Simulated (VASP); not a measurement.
# K2FeO3 (Cmmm) in VASP: a series of runs, part 2 of 2

VASP 6.6.1. Earlier steps stand in the parts before.

**3. Single point, PBE, collinear spin, ferromagnetic start**

This run uses another cell than the first one, of 21.92 Å³/atom.

The input, INCAR:

```
SYSTEM = K2FeO3
PREC     = Accurate       ! precision mode
ENCUT    = 600            ! plane-wave cutoff, eV
EDIFF    = 1E-6           ! SCF threshold, eV
ISMEAR   = 0              ! smearing method
SIGMA    = 0.2            ! smearing width, eV
LREAL    = .FALSE.        ! projectors in reciprocal space
LASPH    = .TRUE.         ! aspherical terms in the spheres
NELM     = 200            ! most SCF steps
ALGO     = Normal         ! electronic algorithm
ISIF     = 2              ! what is computed and relaxed
LWAVE    = .FALSE.        ! write WAVECAR
LCHARG   = .FALSE.        ! write CHGCAR
ISPIN    = 2              ! spin polarisation
MAGMOM   = 0 0 2.67 0.33 0.33 0.38 ! initial moments
LORBIT   = 11             ! projections on sites
LMAXMIX  = 4              ! l up to which the mixer works
GGA      = PE             ! functional
NBANDS   = 35             ! bands
GGA_COMPAT= .FALSE.
```

The input, KPOINTS:

```
Automatic mesh
0
G
  6 4 4
  0 0 0
```

The input, POSCAR:

```
K2FeO3
1.0
    0.0000000000      0.0000000000      3.7288980412
    3.7538957949     -4.6986576583      0.0000000000
    3.7538957949      4.6986576583      0.0000000000
K Fe O
2 1 3
Direct
    0.0000000000      0.0000000000      0.5000000000
    0.0000000000      0.5000000000      0.0000000000
    0.5000000000      0.5000000000      0.5000000000
    0.5000000000      0.6889851101      0.3110148899
    0.5000000000      0.3110148899      0.6889851101
    0.0000000000      0.5000000000      0.5000000000
```

Potentials or basis: VASP PAW PBE potentials, release 64 (K_sv, Fe, O).

The run is started by

```bash
> cat potpaw_PBE.64/K_sv/POTCAR potpaw_PBE.64/Fe/POTCAR potpaw_PBE.64/O/POTCAR > POTCAR
> mpirun -np 1 vasp_std > vasp.out
```

OUTCAR:

```text
SYSTEM = K2FeO3
   PREC = Accurate
   ENCUT = 600
   EDIFF = 1E-6
   ISMEAR = 0
   LREAL = .FALSE.
   LASPH = .TRUE.
   NELM = 200
   ISIF = 2
   ISPIN = 2
   LORBIT = 11
   GGA = PE

 ion  position               nearest neighbor table
   1  0.000  0.000  0.500-   4 2.71   5 2.71   4 2.71   5 2.71   2 3.75   2 3.75
   2  0.000  0.500  0.000-   4 2.71   5 2.71   4 2.71   5 2.71   1 3.75   1 3.75
   3  0.500  0.500  0.500-   4 1.78   5 1.78   6 1.86   6 1.86
   4  0.500  0.689  0.311-   3 1.78   2 2.71   1 2.71   1 2.71   2 2.71
   5  0.500  0.311  0.689-   3 1.78   2 2.71   1 2.71   1 2.71   2 2.71
   6  0.000  0.500  0.500-   3 1.86   3 1.86

  LATTYP: Found a base centered orthorhombic cell.
 ALAT       =     7.5077915898
 B/A-ratio  =     1.2516750371
 C/A-ratio  =     0.4966704252

  Lattice vectors:

 A1 = (   3.7538957949,  -4.6986576583,   0.0000000000)
 A2 = (   3.7538957949,   4.6986576583,   0.0000000000)
 A3 = (   0.0000000000,   0.0000000000,   3.7288980412)

Analysis of symmetry for initial positions (statically):
=====================================================================
 Subroutine PRICEL returns:
 Original cell was already a primitive cell.

 Routine SETGRP: Setting up the symmetry group for a
 base centered orthorhombic supercell.

 Subroutine GETGRP returns: Found  8 space group operations
 (whereof  8 operations were pure point group operations)
 out of a pool of  8 trial point group operations.

The static configuration has the point symmetry D_2h.

Analysis of symmetry for dynamics (positions and initial velocities):
=====================================================================
 Subroutine PRICEL returns:
 Original cell was already a primitive cell.

 Routine SETGRP: Setting up the symmetry group for a
 base centered orthorhombic supercell.

 Subroutine GETGRP returns: Found  8 space group operations
 (whereof  8 operations were pure point group operations)
 out of a pool of  8 trial point group operations.

The dynamic configuration has the point symmetry D_2h.

Analysis of structural, dynamic, and magnetic symmetry:
=====================================================================
 Subroutine PRICEL returns:
 Original cell was already a primitive cell.

 Routine SETGRP: Setting up the symmetry group for a
 base centered orthorhombic supercell.

 Subroutine GETGRP returns: Found  8 space group operations
 (whereof  8 operations were pure point group operations)
 out of a pool of  8 trial point group operations.

The overall configuration has the point symmetry D_2h.

 Subroutine INISYM returns: Found  8 space group operations
 (whereof  8 operations are pure point group operations),
 and found     1 'primitive' translations

----------------------------------------------------------------------------------------

                                     Primitive cell

  volume of cell :     131.5426

  direct lattice vectors                    reciprocal lattice vectors
     0.000000000  0.000000000  3.728898041     0.000000000  0.000000000  0.268175742
     3.753895795 -4.698657658  0.000000000     0.133194960 -0.106413371  0.000000000
     3.753895795  4.698657658  0.000000000     0.133194960  0.106413371  0.000000000

  length of vectors
     3.728898041  6.014076607  6.014076607     0.268175742  0.170483732  0.170483732

[... 96 lines left out ...]
   POTIM  = 0.5000    time-step for ionic-motion
   TEBEG  =    0.0;   TEEND  =   0.0 temperature during run
   PSTRESS=    0.0 pullay stress
   NELECT =      44.0000    total number of electrons
   NUPDOWN=      -1.0000    fix difference up-down
   EMIN   =  10.00;   EMAX   =-10.00  energy-range for DOS
   EFERMI =   0.00;   METHOD = LEGACY
   ISMEAR =     0;   SIGMA  =   0.20  broadening in eV -4-tet -1-fermi 0-gaus
   EFERMI_NEDOS =   21; number of points for ismear=-14 and -15
   IALGO  =     38    algorithm
   IMIX   =      4    mixing-type and parameters
     AMIX     =   0.40;   BMIX     =  1.00
     AMIX_MAG =   1.60;   BMIX_MAG =  1.00
  volume/ion in A,a.u.               =      21.92       147.95
  Fermi-wavevector in a.u.,A,eV,Ry     =   1.136415  2.147513 17.571089  1.291439
  Thomas-Fermi vector in A             =   2.273120
   LORBIT       =     11    0 simple, 1 ext, 2 COOP (PROOUT), +10 PAW based schemes
   GGA     = PE    functional components
   LHFCALC =     F    Hartree Fock is set to
   AEXX    =    0.0000 exact exchange contribution
   IVDW    =     0    specifies the selected vdW correction
   LEPSILON=     F    determine dielectric tensor
   LRPA    =     F    only Hartree local field effects (RPA)
 spin polarized calculation
 Gauss-broadening in eV      SIGMA  =   0.20
  energy-cutoff  :      600.00
  volume of cell :      131.54
 maximum number of plane-waves:      4428
 NGX is ok and might be reduce to    30
   NGX = 15   NGY = 25   NGZ = 25

 number of electron      43.9999988 magnetization       3.9366666

 Free energy of the ion-electron system (eV)
  ---------------------------------------------------
  ext. energy  EPLUGINS =         0.00000000
  ---------------------------------------------------
  free energy    TOTEN  =       -32.66363414 eV

  energy without entropy =      -32.59822399  energy(sigma->0) =      -32.63092906

 E-fermi :  -0.2545     XC(G=0):  -7.5573

 val. band max:       -0.2913819793   @ k =   0.1667   0.2500   0.2500
 cond. band min:      -0.2535774668   @ k =   0.3333   0.5000   0.5000
 fundamental gap:      0.0378045126
 Fermi energy:        -0.2545106427

 spin component 1

 k-point     1 :       0.0000    0.0000    0.0000
  band No.  band energies     occupation
      1     -29.1365      1.00000
      2     -29.1044      1.00000
      3     -18.3768      1.00000
      4     -16.9302      1.00000
      5     -16.8830      1.00000
      6     -12.8378      1.00000
[... 877 lines left out ...]
     33       8.5947      0.00000
     34       8.8265      0.00000

 [... further k-points ...]

 spin component 2

 k-point     1 :       0.0000    0.0000    0.0000
  band No.  band energies     occupation
      1     -29.1301      1.00000
      2     -29.0988      1.00000
      3     -17.7651      1.00000
      4     -16.3549      1.00000
      5     -16.3443      1.00000
      6     -12.8336      1.00000
[... 877 lines left out ...]
     33       8.7719      0.00000
     34       8.9403      0.00000

 [... further k-points ...]

 [bands above 34 left out]

------------------------ aborting loop because EDIFF is reached ----------------------------------------

  FORCE on cell =-STRESS in cart. coord.  units (eV):
  Direction    XX          YY          ZZ          XY          YZ          ZX
  --------------------------------------------------------------------------------------
  -------------------------------------------------------------------------------------
  Total       -0.0006902      0.3487238      0.4307799     -0.0000000      0.0000000      0.0000000
  in kB       -0.0084065      4.2474248      5.2468598     -0.0000000      0.0000000      0.0000000
  external PRESSURE =       3.1619594 kB  Pullay stress =       0.0000000 kB

 VOLUME and BASIS-vectors are now :
 -----------------------------------------------------------------------------
  energy-cutoff  :      600.00
  volume of cell :      131.54
      direct lattice vectors                 reciprocal lattice vectors
     0.000000000  0.000000000  3.728898041     0.000000000  0.000000000  0.268175742
     3.753895795 -4.698657658  0.000000000     0.133194960 -0.106413371  0.000000000
     3.753895795  4.698657658  0.000000000     0.133194960  0.106413371  0.000000000

 POSITION                                       TOTAL-FORCE (eV/Angst)
 -----------------------------------------------------------------------------------
      1.87695      2.34933      0.00000        -0.000000     -0.000000      0.000000
      1.87695     -2.34933      0.00000         0.000000     -0.000000      0.000000
      3.75390      0.00000      1.86445        -0.000000     -0.000000      0.000000
      3.75390     -1.77595      1.86445        -0.000000     -0.128144      0.000000
      3.75390      1.77595      1.86445        -0.000000      0.128144      0.000000
      3.75390      0.00000      0.00000        -0.000000     -0.000000      0.000000
 -----------------------------------------------------------------------------------
    total drift:                                0.000000     -0.000000      0.000000

  FREE ENERGIE OF THE ION-ELECTRON SYSTEM (eV)
  ---------------------------------------------------
  free  energy   TOTEN  =       -32.6636341370 eV

  energy  without entropy=      -32.5982239863  energy(sigma->0) =      -32.63092906

 total charge

# of ion       s       p       d       tot
------------------------------------------
    1        1.960   5.588   0.036   7.584
    2        1.960   5.588   0.036   7.584
    3        0.464   0.719   6.108   7.291
    4        1.571   3.365   0.000   4.935
    5        1.571   3.365   0.000   4.935
    6        1.564   3.379   0.000   4.943
--------------------------------------------------
tot          9.089  22.004   6.180  37.273

 magnetization (x)

# of ion       s       p       d       tot
------------------------------------------
    1        0.000   0.003   0.002   0.005
    2        0.000   0.003   0.002   0.005
    3        0.031   0.004   2.633   2.668
    4        0.004   0.296   0.000   0.300
    5        0.004   0.296   0.000   0.300
    6        0.004   0.340   0.000   0.343
--------------------------------------------------
tot          0.044   0.940   2.637   3.621
```

It took 26 min on 1 thread of Intel Xeon 8259CL, shared host; peak memory 0.45 GiB.

Results:

| Property | Result |
| --- | --- |
| Free energy | -32.6636 eV |
| Pressure | 0.3 GPa |
| Largest force | 0.128 eV/Å |
| Net moment | 3.94 μB per cell |
| Site moments | K +0.01; Fe +2.67; O +0.30, +0.34 (each value once) μB |
| Valence electrons inside the program's atomic spheres | K 7.58; Fe 7.29; O 4.93, 4.94 (each value once) |

Forces in eV/Å, atoms in the order of the input:
```
K    0.000  0.000  0.000
K    0.000  0.000  0.000
Fe   0.000  0.000  0.000
O    0.000 -0.128  0.000
O    0.000  0.128  0.000
O    0.000  0.000  0.000
```

Stress tensor (GPa, compression positive):
```
0.00 0.00 0.00
0.00 0.42 0.00
0.00 0.00 0.52
```

Levels at points of the mesh, in eV from the Fermi level:
Spin up:
| k point | band 20 | band 21 | band 22 | band 23 | band 24 | band 25 | band 26 | band 27 | band 28 | band 29 |
| --- | --- | --- | --- | --- | --- | --- | --- | --- | --- | --- |
| (0.00, 0.00, 0.00) | -1.32 | -1.21 | -0.92 | -0.57 | -0.46 | 0.85 | 2.15 | 5.20 | 6.15 | 7.37 |
| (0.50, 0.00, 0.00) | -1.79 | -0.63 | -0.52 | -0.38 | -0.21 | 3.39 | 4.39 | 4.57 | 5.41 | 6.95 |
| (0.00, 0.50, 0.00) | -1.63 | -1.26 | -1.05 | -0.36 | -0.35 | 0.81 | 3.07 | 4.30 | 6.87 | 7.04 |
| (0.50, 0.50, 0.00) | -1.84 | -0.66 | -0.59 | -0.52 | -0.28 | 3.45 | 4.44 | 5.19 | 6.20 | 6.50 |
| (0.00, 0.50, 0.50) | -1.79 | -1.39 | -1.17 | -0.23 | -0.10 | 0.69 | 3.97 | 4.49 | 5.37 | 6.61 |
| (0.50, 0.50, 0.50) | -1.61 | -0.76 | -0.67 | -0.57 | -0.34 | 3.32 | 5.28 | 5.78 | 5.84 | 6.69 |
Spin down:
```
           k point  band 16  band 17  band 18  band 19  band 20  band 21  band 22  band 23  band 24  band 25
(0.00, 0.00, 0.00)    -2.41    -2.22    -0.70    -0.66    -0.25    -0.17     0.35     1.60     1.64     2.30
(0.50, 0.00, 0.00)    -2.17    -1.80    -1.52    -1.43     0.16     0.47     1.82     2.05     2.09     4.47
(0.00, 0.50, 0.00)    -2.36    -2.11    -1.02    -0.72    -0.32    -0.15     0.36     1.71     1.72     2.25
(0.50, 0.50, 0.00)    -2.27    -1.75    -1.40    -1.12     0.10     0.36     1.78     2.00     2.05     4.66
(0.00, 0.50, 0.50)    -2.10    -2.00    -1.20    -0.88    -0.46    -0.15     0.36     1.80     1.89     2.05
(0.50, 0.50, 0.50)    -2.37    -1.65    -1.29    -0.84     0.02     0.25     1.75     1.93     2.03     4.44
```

Caveat: a cell with one magnetic atom can't hold antiferromagnetic order, which such compounds often take; semilocal functionals often make such compounds metallic where correlation or magnetic order opens a gap, which also shifts bond lengths. With open d or f shells a metallic result of PBE can be an artefact of self-interaction; +U or a hybrid may open a gap.
